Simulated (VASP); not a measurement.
# K2AgMoF6 (Fm-3m) in VASP: single point with PBE+U

Aim: the single point of K2AgMoF6 with PBE+U.

All numbers are computed with VASP 6.6.1; they aren't measurements. Logs are shortened: lines on timing, memory, paths and dates and some standing lists are left out, and cuts for length are marked.

### 1 The cell of the first run

The structure is cubic, space group Fm-3m (No. 225). Conventional cell: a = 8.956 Å, b = 8.956 Å, c = 8.956 Å, α = 90.00°, β = 90.00°, γ = 90.00°. Within 4.2 Å of K (site symmetry -43m) lie 12 F at 3.17 Å and 4 Ag at 3.88 Å and 4 Mo at 3.88 Å. Ag (site symmetry m-3m) has 6 F at 2.41 Å within 3.2 Å. Within 2.7 Å of Mo (site symmetry m-3m) lie 6 F at 2.07 Å. Within 2.7 Å of F (site symmetry 4mm) lie 1 Mo at 2.07 Å and 1 Ag at 2.41 Å.

### 2 Single point, PBE+U, collinear spin

INCAR

```
SYSTEM = K2AgMoF6
PREC     = Accurate       ! precision mode
ENCUT    = 520            ! plane-wave cutoff, eV
EDIFF    = 1E-7           ! SCF threshold, eV
ISMEAR   = 0              ! smearing method
SIGMA    = 0.05           ! smearing width, eV
LREAL    = .FALSE.        ! projectors in reciprocal space
LASPH    = .TRUE.         ! aspherical terms in the spheres
NELM     = 150            ! most SCF steps
ALGO     = Normal         ! electronic algorithm
ISIF     = 2              ! what is computed and relaxed
LWAVE    = .FALSE.        ! write WAVECAR
LCHARG   = .TRUE.         ! write CHGCAR
ISPIN    = 2              ! spin polarisation
MAGMOM   = 0 0 0 1 0 0 0 0 0 0 ! initial moments
LORBIT   = 11             ! projections on sites
LMAXMIX  = 4              ! l up to which the mixer works
LDAU     = .TRUE.         ! DFT+U
LDAUTYPE = 2            
LDAUL    = -1 -1 2 -1     ! shell
LDAUU    = 0 0 4.38 0     ! U, eV
LDAUJ    = 0 0 0 0      
LDAUPRINT= 1            
GGA      = PE             ! functional
LELF     = .TRUE.         ! ELF
LVHAR    = .TRUE.       
NBANDS   = 58             ! bands
```

KPOINTS

```
regular mesh
0
G
  6 6 6
  0 0 0
```

POSCAR

```
K2AgMoF6
1.0
    0.0000000000      4.4781794107      4.4781794107
    4.4781794107      0.0000000000      4.4781794107
    4.4781794107      4.4781794107      0.0000000000
K Ag Mo F
2 1 1 6
Direct
    0.2500000000      0.2500000000      0.2500000000
    0.7500000000      0.7500000000      0.7500000000
    0.5000000000      0.5000000000      0.5000000000
    0.0000000000      0.0000000000      0.0000000000
    0.2313485000      0.2313485000      0.7686515000
    0.2313485000      0.7686515000      0.7686515000
    0.7686515000      0.7686515000      0.2313485000
    0.2313485000      0.7686515000      0.2313485000
    0.7686515000      0.2313485000      0.7686515000
    0.7686515000      0.2313485000      0.2313485000
```

Potentials or basis: VASP PAW PBE potentials, release 64 (K_sv, Ag, Mo_sv, F).

Started as:

```console
$ cat potpaw_PBE.64/K_sv/POTCAR potpaw_PBE.64/Ag/POTCAR potpaw_PBE.64/Mo_sv/POTCAR potpaw_PBE.64/F/POTCAR > POTCAR
$ mpirun -np 1 vasp_std > vasp.out
```

OUTCAR:

```text
SYSTEM = K2AgMoF6
   PREC = Accurate
   ENCUT = 520
   EDIFF = 1E-7
   ISMEAR = 0
   LREAL = .FALSE.
   LASPH = .TRUE.
   NELM = 150
   ISIF = 2
   ISPIN = 2
   LORBIT = 11
   GGA = PE

 ion  position               nearest neighbor table
   1  0.250  0.250  0.250-
   2  0.750  0.750  0.750-
   3  0.500  0.500  0.500-   5 2.41   6 2.41   7 2.41   8 2.41   9 2.41  10 2.41
   4  0.000  0.000  0.000-   5 2.07   6 2.07   7 2.07   8 2.07   9 2.07  10 2.07
   5  0.231  0.231  0.769-   4 2.07   3 2.41
   6  0.231  0.769  0.769-   4 2.07   3 2.41
   7  0.769  0.769  0.231-   4 2.07   3 2.41
   8  0.231  0.769  0.231-   4 2.07   3 2.41
   9  0.769  0.231  0.769-   4 2.07   3 2.41
  10  0.769  0.231  0.231-   4 2.07   3 2.41

  LATTYP: Found a face centered cubic cell.
 ALAT       =     8.9563588214

  Lattice vectors:

 A1 = (   0.0000000000,   4.4781794107,   4.4781794107)
 A2 = (   4.4781794107,   0.0000000000,   4.4781794107)
 A3 = (   4.4781794107,   4.4781794107,   0.0000000000)

Analysis of symmetry for initial positions (statically):
=====================================================================
 Subroutine PRICEL returns:
 Original cell was already a primitive cell.

 Routine SETGRP: Setting up the symmetry group for a
 face centered cubic supercell.

 Subroutine GETGRP returns: Found 48 space group operations
 (whereof 48 operations were pure point group operations)
 out of a pool of 48 trial point group operations.

The static configuration has the point symmetry O_h .

Analysis of symmetry for dynamics (positions and initial velocities):
=====================================================================
 Subroutine PRICEL returns:
 Original cell was already a primitive cell.

 Routine SETGRP: Setting up the symmetry group for a
 face centered cubic supercell.

 Subroutine GETGRP returns: Found 48 space group operations
 (whereof 48 operations were pure point group operations)
 out of a pool of 48 trial point group operations.

The dynamic configuration has the point symmetry O_h .

Analysis of structural, dynamic, and magnetic symmetry:
=====================================================================
 Subroutine PRICEL returns:
 Original cell was already a primitive cell.

 Routine SETGRP: Setting up the symmetry group for a
 face centered cubic supercell.

[... 192 lines left out ...]
  free energy    TOTEN  =       -46.55437588 eV

  energy without entropy =      -46.55437588  energy(sigma->0) =      -46.55437588

 E-fermi :   1.1954     XC(G=0):  -8.7052

 val. band max:        0.7697779605   @ k =   0.0000   0.0000   0.0000
 cond. band min:       3.2747559706   @ k =   0.0000   0.0000   0.0000
 fundamental gap:      2.5049780100
 Fermi energy:         1.1954181089

 spin component 1

 k-point     1 :       0.0000    0.0000    0.0000
  band No.  band energies     occupation
      1     -60.1847      1.00000
      2     -34.4140      1.00000
      3     -34.4140      1.00000
      4     -34.4138      1.00000
      5     -28.4669      1.00000
      6     -28.4577      1.00000
[... 901 lines left out ...]
     53       8.5579      0.00000
     54       9.1849      0.00000
 Fermi energy:         1.1954181089

 spin component 2

 k-point     1 :       0.0000    0.0000    0.0000
  band No.  band energies     occupation
      1     -58.3780      1.00000
      2     -32.4405      1.00000
      3     -32.4405      1.00000
      4     -32.4405      1.00000
      5     -28.4670      1.00000
      6     -28.4579      1.00000
[... 901 lines left out ...]
     53       8.6782      0.00000
     54       9.2817      0.00000
 [bands above 54 left out]

------------------------ aborting loop because EDIFF is reached ----------------------------------------

  FORCE on cell =-STRESS in cart. coord.  units (eV):
  Direction    XX          YY          ZZ          XY          YZ          ZX
  --------------------------------------------------------------------------------------
  -------------------------------------------------------------------------------------
  Total        0.9630564      0.9630564      0.9630564      0.0000000      0.0000000      0.0000000
  in kB        8.5906860      8.5906860      8.5906860      0.0000000      0.0000000      0.0000000
  external PRESSURE =       8.5906860 kB  Pullay stress =       0.0000000 kB

 VOLUME and BASIS-vectors are now :
 -----------------------------------------------------------------------------
  energy-cutoff  :      520.00
  volume of cell :      179.61
      direct lattice vectors                 reciprocal lattice vectors
     0.000000000  4.478179411  4.478179411    -0.111652516  0.111652516  0.111652516
     4.478179411  0.000000000  4.478179411     0.111652516 -0.111652516  0.111652516
     4.478179411  4.478179411  0.000000000     0.111652516  0.111652516 -0.111652516

 POSITION                                       TOTAL-FORCE (eV/Angst)
 -----------------------------------------------------------------------------------
      2.23909      2.23909      2.23909         0.000000     -0.000000     -0.000000
      6.71727      6.71727      6.71727         0.000000      0.000000      0.000000
      4.47818      4.47818      4.47818        -0.000000      0.000000     -0.000000
      0.00000      0.00000      0.00000         0.000000      0.000000     -0.000000
      4.47818      4.47818      2.07204         0.000000      0.000000      0.217193
      6.88432      4.47818      4.47818        -0.217193      0.000000     -0.000000
      4.47818      4.47818      6.88432         0.000000      0.000000     -0.217193
      4.47818      2.07204      4.47818         0.000000      0.217193     -0.000000
      4.47818      6.88432      4.47818         0.000000     -0.217193     -0.000000
      2.07204      4.47818      4.47818         0.217193      0.000000     -0.000000
 -----------------------------------------------------------------------------------
    total drift:                                0.000000      0.000000      0.000000

  FREE ENERGIE OF THE ION-ELECTRON SYSTEM (eV)
  ---------------------------------------------------
  free  energy   TOTEN  =       -46.5543758825 eV

  energy  without entropy=      -46.5543758825  energy(sigma->0) =      -46.55437588

 total charge

# of ion       s       p       d       tot
------------------------------------------
    1        1.949   5.575   0.010   7.533
    2        1.949   5.575   0.010   7.533
    3        0.127   0.112   9.450   9.689
    4        2.211   6.149   3.671  12.031
    5        1.734   4.351   0.000   6.085
    6        1.734   4.351   0.000   6.085
    7        1.734   4.351   0.000   6.085
    8        1.734   4.351   0.000   6.085
    9        1.734   4.351   0.000   6.085
   10        1.734   4.351   0.000   6.085
--------------------------------------------------
tot         16.639  43.514  13.141  73.294

 magnetization (x)

# of ion       s       p       d       tot
------------------------------------------
    1       -0.000  -0.000   0.000  -0.000
    2       -0.000  -0.000   0.000  -0.000
    3       -0.001  -0.001  -0.003  -0.005
    4        0.020   0.020   2.666   2.707
    5        0.000   0.023   0.000   0.023
    6        0.000   0.023   0.000   0.023
    7        0.000   0.023   0.000   0.023
    8        0.000   0.023   0.000   0.023
    9        0.000   0.023   0.000   0.023
   10        0.000   0.023   0.000   0.023
--------------------------------------------------
tot          0.019   0.159   2.663   2.841
```

Run time: 16 min. Hardware: 1 thread of Intel Xeon 8259CL, shared host; peak memory 0.57 GiB.

Results:

```yaml
Free_energy: -46.5544 eV
Pressure: 0.9 GPa
Largest_force: 0.217 eV/Å
Band_gap_on_the_k_mesh: 2.50 eV
Net_moment: 3.00 μB per cell
Site_moments: K -0.00; Ag -0.01; Mo +2.71; F +0.02 μB
Valence_electrons_inside_the_program's_atomic_spheres: K 7.53; Ag 9.69; Mo 12.03; F 6.08
```

Forces in eV/Å, atoms in the order of the input:
```
K    0.000  0.000  0.000
K    0.000  0.000  0.000
Ag   0.000  0.000  0.000
Mo   0.000  0.000  0.000
F    0.000  0.000  0.217
F   -0.217  0.000  0.000
F    0.000  0.000 -0.217
F    0.000  0.217  0.000
F    0.000 -0.217  0.000
F    0.217  0.000  0.000
```

Levels at points of the mesh, in eV from the valence-band top:
Spin up:
| k point | band 41 | band 42 | band 43 | band 44 | band 45 | band 46 | band 47 | band 48 |
| --- | --- | --- | --- | --- | --- | --- | --- | --- |
| (0.00, 0.00, 0.00) | -0.60 | 0.00 | 0.00 | 0.00 | 2.50 | 5.55 | 5.55 | 6.64 |
| (0.50, 0.00, 0.00) | -0.28 | -0.18 | -0.12 | -0.12 | 4.06 | 4.95 | 5.12 | 5.12 |
| (0.50, 0.50, 0.00) | -0.55 | -0.04 | -0.04 | -0.02 | 3.28 | 5.41 | 5.63 | 6.32 |
Spin down:
| k point | band 37 | band 38 | band 39 | band 40 | band 41 | band 42 | band 43 | band 44 | band 45 | band 46 |
| --- | --- | --- | --- | --- | --- | --- | --- | --- | --- | --- |
| (0.00, 0.00, 0.00) | -1.18 | -1.18 | -1.18 | -0.54 | -0.54 | 2.65 | 5.06 | 5.06 | 5.06 | 6.46 |
| (0.50, 0.00, 0.00) | -1.11 | -1.09 | -1.09 | -0.28 | -0.28 | 4.09 | 4.94 | 5.05 | 5.05 | 5.23 |
| (0.50, 0.50, 0.00) | -1.17 | -1.04 | -1.04 | -0.53 | -0.51 | 3.67 | 5.10 | 5.13 | 5.13 | 5.45 |

Eigenvalues of the final occupation matrices:
```csv
site,spin,trace,eigenvalues
site 4 d,1,3.20,0.22 0.22 0.92 0.92 0.92
site 4 d,2,0.52,0.05 0.05 0.05 0.18 0.18
```

A k mesh can miss the band edges.
